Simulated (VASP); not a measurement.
# MgO (P6_3mc) in VASP: a series of runs

MgO is run at these levels: PBE; tasks: single point.

Program: VASP 6.6.1. These are calculated values, not measurements. Logs are shortened: lines on timing, memory, paths and dates and some standing lists are left out, and cuts for length are marked.

### 1 The cell of the first run

The structure is hexagonal, space group P6_3mc (No. 186). The conventional cell has a = 3.288 Å, b = 3.288 Å, c = 4.934 Å, α = 90.00°, β = 90.00°, γ = 120.00°. Within 2.6 Å of Mg (site symmetry 3m) lie 4 O at 1.96 to 1.98 Å. O (site symmetry 3m) has 4 Mg at 1.96 to 1.98 Å within 2.6 Å.

### 2 Single point, PBE (uniaxial z strain -2.0%)

File INCAR:

```
SYSTEM = MgO
PREC = Accurate
ENCUT = 520
EDIFF = 1E-6
ISMEAR = -1
SIGMA = 0.02
LREAL = .False.
LASPH = .True.
NELM = 100
ALGO = Normal
ISIF = 2
LWAVE = .False.
LCHARG = .False.
GGA = PE
NBANDS = 16
```

File KPOINTS:

```
Automatic mesh
0
Gamma
  12 12 6
  0 0 0
```

File POSCAR:

```
MgO
1.0
    3.2882171868      0.0000000001      0.0000000000
   -1.6441085934      2.8476796169      0.0000000000
    0.0000000000      0.0000000000      4.9336790829
Mg O
2 2
Direct
    0.3333333333      0.6666666667     -0.0132221781
    0.6666666667      0.3333333333      0.4867778219
    0.3333333333      0.6666666667      0.3882221781
    0.6666666667      0.3333333333      0.8882221781
```

Potentials or basis: VASP PAW PBE potentials, release 64 (Mg, O).

On the command line:

```
cat potpaw_PBE.64/Mg/POTCAR potpaw_PBE.64/O/POTCAR > POTCAR
mpirun -np 1 vasp_std > vasp.out
```

OUTCAR:

```text
SYSTEM = MgO
   PREC = Accurate
   ENCUT = 520
   EDIFF = 1E-6
   ISMEAR = -1
   LREAL = .False.
   LASPH = .True.
   NELM = 100
   ISIF = 2
   GGA = PE

 ion  position               nearest neighbor table
   1  0.333  0.667  0.987-   4 1.96   4 1.96   4 1.96   3 1.98   2 3.11   2 3.11   2 3.11   2 3.11
                             2 3.11   2 3.11
   2  0.667  0.333  0.487-   3 1.96   3 1.96   3 1.96   4 1.98   1 3.11   1 3.11   1 3.11   1 3.11
                             1 3.11   1 3.11
   3  0.333  0.667  0.388-   2 1.96   2 1.96   2 1.96   1 1.98
   4  0.667  0.333  0.888-   1 1.96   1 1.96   1 1.96   2 1.98

  LATTYP: Found a hexagonal cell.
 ALAT       =     3.2882171868
 C/A-ratio  =     1.5004115612

  Lattice vectors:

 A1 = (   3.2882171868,   0.0000000001,   0.0000000000)
 A2 = (  -1.6441085934,   2.8476796169,   0.0000000000)
 A3 = (   0.0000000000,   0.0000000000,   4.9336790829)

Analysis of symmetry for initial positions (statically):
=====================================================================
 Subroutine PRICEL returns:
 Original cell was already a primitive cell.

 Routine SETGRP: Setting up the symmetry group for a
 hexagonal supercell.

 Subroutine GETGRP returns: Found 12 space group operations
 (whereof  6 operations were pure point group operations)
 out of a pool of 24 trial point group operations.

The static configuration has the point symmetry C_3v.
 The point group associated with its full space group is C_6v.

Analysis of symmetry for dynamics (positions and initial velocities):
=====================================================================
 Subroutine PRICEL returns:
 Original cell was already a primitive cell.

 Routine SETGRP: Setting up the symmetry group for a
 hexagonal supercell.

 Subroutine GETGRP returns: Found 12 space group operations
 (whereof  6 operations were pure point group operations)
 out of a pool of 24 trial point group operations.

The dynamic configuration has the point symmetry C_3v.
 The point group associated with its full space group is C_6v.

 Subroutine INISYM returns: Found 12 space group operations
 (whereof  6 operations are pure point group operations),
 and found     1 'primitive' translations

----------------------------------------------------------------------------------------

                                     Primitive cell

  volume of cell :      46.1979

  direct lattice vectors                    reciprocal lattice vectors
     3.288217187  0.000000000  0.000000000     0.304116165  0.175581550  0.000000000
    -1.644108593  2.847679617  0.000000000    -0.000000000  0.351163099  0.000000000
     0.000000000  0.000000000  4.933679083     0.000000000  0.000000000  0.202688497

  length of vectors
     3.288217187  3.288217187  4.933679083     0.351163099  0.351163099  0.202688497

  position of ions in fractional coordinates (direct lattice)
     0.333333333  0.666666667  0.986777822
     0.666666667  0.333333333  0.486777822
     0.333333333  0.666666667  0.388222178
     0.666666667  0.333333333  0.888222178

  ion indices of the primitive-cell ions
   primitive index   ion index
                 1           1
                 2           2
                 3           3
                 4           4

----------------------------------------------------------------------------------------

 KPOINTS: Automatic mesh

Automatic generation of k-mesh.
 Grid dimensions read from file:
 generate k-points for:   12   12    6

 Generating k-lattice:

  Cartesian coordinates                     Fractional coordinates (reciprocal lattice)
     0.025343014  0.014631796  0.000000000     0.083333333  0.000000000  0.000000000
    -0.000000000  0.029263592  0.000000000    -0.000000000  0.083333333  0.000000000
     0.000000000  0.000000000  0.033781416     0.000000000  0.000000000  0.166666667

  Length of vectors
     0.029263592  0.029263592  0.033781416

  Shift w.r.t. Gamma in fractional coordinates (k-lattice)
     0.000000000  0.000000000  0.000000000

 Subroutine IBZKPT returns following result:
 ===========================================

 Found     76 irreducible k-points:

 Following reciprocal coordinates:
            Coordinates               Weight
  0.000000  0.000000  0.000000      1.000000
  0.083333  0.000000  0.000000      6.000000
  0.166667  0.000000  0.000000      6.000000
  0.250000  0.000000  0.000000      6.000000
  0.333333  0.000000  0.000000      6.000000
  0.416667  0.000000  0.000000      6.000000
[... 16 lines left out ...]
  0.250000  0.000000  0.166667     12.000000
  0.333333  0.000000  0.166667     12.000000
 [... further k-points ...]
   k-points           NKPTS =     76   k-points in BZ     NKDIM =     76   number of bands    NBANDS=     16
   number of dos      NEDOS =    301   number of ions     NIONS =      4
   total plane-waves  NPLWV =  23040
   dimension x,y,z NGX =    24 NGY =   24 NGZ =   40
   dimension x,y,z NGXF=    48 NGYF=   48 NGZF=   80
   ions per type =               2   2
   NGX,Y,Z   is equivalent  to a cutoff of  12.13, 12.13, 13.48 a.u.
   NGXF,Y,Z  is equivalent  to a cutoff of  24.27, 24.27, 26.96 a.u.
 SYSTEM =  MgO
   PREC   = accura    normal or accurate (medium, high low for compatibility)
   ISTART =      0    job   : 0-new  1-cont  2-samecut
   ICHARG =      2    charge: 1-file 2-atom 10-const
   ISPIN  =      1    spin polarized calculation?
   LNONCOLLINEAR =      F non collinear calculations
   LSORBIT =      F    spin-orbit coupling
   LASPH  =      T    aspherical Exc in radial PAW
   ENCUT  =  520.0 eV  38.22 Ry    6.18 a.u.   6.11  6.11  9.17*2*pi/ulx,y,z
   NELM   =    100;   NELMIN=  2; NELMDL= -5     # of ELM steps
   EDIFF  = 0.1E-05   stopping-criterion for ELM
   LREAL  =      F    real-space projection
   EDIFFG = 0.1E-04   stopping-criterion for IOM
   NSW    =      0    number of steps for IOM
   IBRION =     -1    ionic relax: 0-MD 1-quasi-New 2-CG
   NFREE  =      0    steps in history (QN), initial steepest desc. (CG)
   ISIF   =      2    stress and relaxation
   ISYM   =      2    0-nonsym 1-usesym 2-fastsym
   POTIM  = 0.5000    time-step for ionic-motion
   TEBEG  =    0.0;   TEEND  =   0.0 temperature during run
   PSTRESS=    0.0 pullay stress
   NELECT =      16.0000    total number of electrons
   NUPDOWN=      -1.0000    fix difference up-down
   EMIN   =  10.00;   EMAX   =-10.00  energy-range for DOS
   EFERMI =   0.00;   METHOD = LEGACY
   ISMEAR =    -1;   SIGMA  =   0.02  broadening in eV -4-tet -1-fermi 0-gaus
   EFERMI_NEDOS =   21; number of points for ismear=-14 and -15
   IALGO  =     38    algorithm
   IMIX   =      4    mixing-type and parameters
     AMIX     =   0.40;   BMIX     =  1.00
     AMIX_MAG =   1.60;   BMIX_MAG =  1.00
  volume/ion in A,a.u.               =      11.55        77.94
  Fermi-wavevector in a.u.,A,eV,Ry     =   1.149672  2.172565 17.983445  1.321746
  Thomas-Fermi vector in A             =   2.286340
   LORBIT       =      0    0 simple, 1 ext, 2 COOP (PROOUT), +10 PAW based schemes
   GGA     = PE    functional components
[... 5 lines left out ...]
 non-spin polarized calculation
  energy-cutoff  :      520.00
  volume of cell :       46.20
 maximum number of plane-waves:      1257
   NGX = 13   NGY = 13   NGZ = 19

 number of electron      16.0000004 magnetization

 Free energy of the ion-electron system (eV)
  ---------------------------------------------------
  ext. energy  EPLUGINS =         0.00000000
  ---------------------------------------------------
  free energy    TOTEN  =       -23.49137057 eV

  energy without entropy =      -23.49137057  energy(sigma->0) =      -23.49137057

 E-fermi :   1.7188     XC(G=0):  -9.8388

 val. band max:        1.2951929845   @ k =   0.0000   0.0000   0.0000
 cond. band min:       4.8632977036   @ k =   0.0000   0.0000   0.0000
 fundamental gap:      3.5681047192
 Fermi energy:         1.7188240394

 k-point     1 :       0.0000    0.0000    0.0000
  band No.  band energies     occupation
      1     -15.0660      2.00000
      2     -14.2107      2.00000
      3      -2.0651      2.00000
      4       0.4676      2.00000
      5       0.4676      2.00000
      6       0.8199      2.00000
[... 8 lines left out ...]
     15      17.9308      0.00000
     16      17.9308      0.00000

 k-point     2 :       0.0833    0.0000    0.0000
  band No.  band energies     occupation
      1     -15.0298      2.00000
      2     -14.1989      2.00000
      3      -1.9968      2.00000
      4       0.3002      2.00000
      5       0.4185      2.00000
      6       0.5897      2.00000
[... 8 lines left out ...]
     15      17.9352      0.00000
     16      18.0671      0.00000

 k-point     3 :       0.1667    0.0000    0.0000
  band No.  band energies     occupation
      1     -14.9272      2.00000
      2     -14.1687      2.00000
      3      -1.7986      2.00000
      4      -0.2074      2.00000
      5       0.1710      2.00000
      6       0.3018      2.00000
[... 8 lines left out ...]
     15      17.0441      0.00000
     16      17.2638      0.00000

 k-point     4 :       0.2500    0.0000    0.0000
  band No.  band energies     occupation
      1     -14.7765      2.00000
      2     -14.1339      2.00000
      3      -1.4933      2.00000
      4      -0.8422      2.00000
      5      -0.2432      2.00000
      6       0.1647      2.00000
[... 8 lines left out ...]
     15      16.3659      0.00000
     16      16.8091      0.00000
[... 324 lines left out ...]
 k-point    22 :       0.1667    0.0000    0.1667
  band No.  band energies     occupation
      1     -14.8790      2.00000
      2     -14.2223      2.00000
      3      -1.7048      2.00000
      4      -0.2311      2.00000
      5       0.1150      2.00000
      6       0.3347      2.00000
[... 8 lines left out ...]
     15      17.1089      0.00000
     16      17.1234      0.00000

 k-point    23 :       0.2500    0.0000    0.1667
  band No.  band energies     occupation
      1     -14.7345      2.00000
      2     -14.1780      2.00000
      3      -1.5251      2.00000
      4      -0.8085      2.00000
      5      -0.2372      2.00000
      6       0.2045      2.00000
[... 8 lines left out ...]
     15      16.3976      0.00000
     16      16.8213      0.00000

 k-point    24 :       0.3333    0.0000    0.1667
  band No.  band energies     occupation
      1     -14.5735      2.00000
      2     -14.1454      2.00000
      3      -1.5893      2.00000
      4      -1.0846      2.00000
      5      -0.4551      2.00000
      6       0.0876      2.00000
[... 8 lines left out ...]
     15      15.8934      0.00000
     16      17.0162      0.00000

 [... further k-points ...]
[... 5 lines left out ...]
  --------------------------------------------------------------------------------------
  -------------------------------------------------------------------------------------
  Total        1.6711198      1.6711198      1.6561027      0.0000000      0.0000000      0.0000000
  in kB       57.9556335     57.9556335     57.4348271      0.0000000      0.0000000      0.0000000
  external PRESSURE =      57.7820314 kB  Pullay stress =       0.0000000 kB

 VOLUME and BASIS-vectors are now :
 -----------------------------------------------------------------------------
  energy-cutoff  :      520.00
  volume of cell :       46.20
      direct lattice vectors                 reciprocal lattice vectors
     3.288217187  0.000000000  0.000000000     0.304116165  0.175581550  0.000000000
    -1.644108593  2.847679617  0.000000000    -0.000000000  0.351163099  0.000000000
     0.000000000  0.000000000  4.933679083     0.000000000  0.000000000  0.202688497

 POSITION                                       TOTAL-FORCE (eV/Angst)
 -----------------------------------------------------------------------------------
     -0.00000      1.89845      4.86845         0.000000     -0.000000     -0.019126
      1.64411      0.94923      2.40161        -0.000000      0.000000     -0.019126
     -0.00000      1.89845      1.91536        -0.000000      0.000000      0.019126
      1.64411      0.94923      4.38220         0.000000      0.000000      0.019126
 -----------------------------------------------------------------------------------
    total drift:                               -0.000000      0.000000      0.001765

  FREE ENERGIE OF THE ION-ELECTRON SYSTEM (eV)
  ---------------------------------------------------
  free  energy   TOTEN  =       -23.4913705719 eV

  energy  without entropy=      -23.4913705719  energy(sigma->0) =      -23.49137057
```

Wall time 18 s (1 thread of Intel Xeon 6975P-C (Granite Rapids), shared host); peak memory 0.18 GiB.

Results:

| Property | Result |
| --- | --- |
| Free energy | -23.4914 eV |
| Pressure | 5.8 GPa |
| Largest force | 0.019 eV/Å |
| Band gap on the k mesh | 3.57 eV |

Forces in eV/Å, atoms in the order of the input:
```
Mg   0.000  0.000 -0.019
Mg   0.000  0.000 -0.019
O    0.000  0.000  0.019
O    0.000  0.000  0.019
```

Caveat: the cell differs from its parent crystal (uniaxial z strain -2.0%); the cell stands under pressure. A k mesh can miss the band edges.

### 3 Single point, PBE (epitaxial xy strain +1.5%)

File INCAR:

```
SYSTEM = MgO
ALGO     = Normal         ! electronic algorithm
EDIFF    = 1E-6           ! SCF threshold, eV
ENCUT    = 520            ! plane-wave cutoff, eV
GGA      = PE             ! functional
ISIF     = 2              ! what is computed and relaxed
ISMEAR   = -1             ! smearing method
LASPH    = .True.         ! aspherical terms in the spheres
LCHARG   = .False.        ! write CHGCAR
LREAL    = .False.        ! projectors in reciprocal space
LWAVE    = .False.        ! write WAVECAR
NBANDS   = 16             ! bands
NELM     = 100            ! most SCF steps
PREC     = Accurate       ! precision mode
SIGMA    = 0.02           ! smearing width, eV
```

File KPOINTS:

```
k-points
0
Gamma
  12 12 6
  0 0 0
```

File POSCAR:

```
MgO
1.0
    3.3375404446      0.0000000000      0.0000000000
   -1.6687702223      2.8903948111      0.0000000000
    0.0000000000      0.0000000000      4.8522920054
Mg O
2 2
Direct
    0.3333333333      0.6666666667     -0.0184624123
    0.6666666667      0.3333333333      0.4815375877
    0.3333333333      0.6666666667      0.3934624123
    0.6666666667      0.3333333333      0.8934624123
```

Potentials or basis: VASP PAW PBE potentials, release 64 (Mg, O).

On the command line:

```
cat potpaw_PBE.64/Mg/POTCAR potpaw_PBE.64/O/POTCAR > POTCAR
mpirun -np 1 vasp_std > vasp.out
```

It took 27 s on 1 thread of Intel Xeon 6975P-C (Granite Rapids), shared host; peak memory 0.2 GiB.

The run converged. Its results:

| Property | Result |
| --- | --- |
| Free energy | -23.5089 eV |
| Pressure | 3.1 GPa |
| Largest force | 0.024 eV/Å |
| Band gap on the k mesh | 3.37 eV |

Forces in eV/Å, atoms in the order of the input:
```
Mg   0.000  0.000 -0.024
Mg   0.000  0.000 -0.024
O    0.000  0.000  0.024
O    0.000  0.000  0.024
```

Stress tensor (GPa, compression positive):
```
2.88 0.00 0.00
0.00 2.88 0.00
0.00 0.00 3.51
```

Levels at points of the mesh, in eV from the valence-band top:
```csv
k point,band 4,band 5,band 6,band 7,band 8,band 9,band 10,band 11,band 12,band 13
"(0.00, 0.00, 0.00)",-1.01,-1.01,-0.60,-0.60,0.00,3.37,8.52,10.52,13.73,13.73
"(0.50, 0.00, 0.00)",-2.26,-1.90,-1.55,-0.93,-0.62,7.58,8.15,9.18,10.79,12.80
"(0.00, 0.00, 0.50)",-2.11,-0.81,-0.81,-0.81,-0.81,5.98,5.98,13.41,13.41,14.20
"(0.50, 0.00, 0.50)",-3.32,-1.12,-1.12,-0.78,-0.78,7.30,7.30,10.80,10.80,13.65
```

Caveat: the cell differs from its parent crystal (epitaxial xy strain +1.5%); the cell stands under pressure.
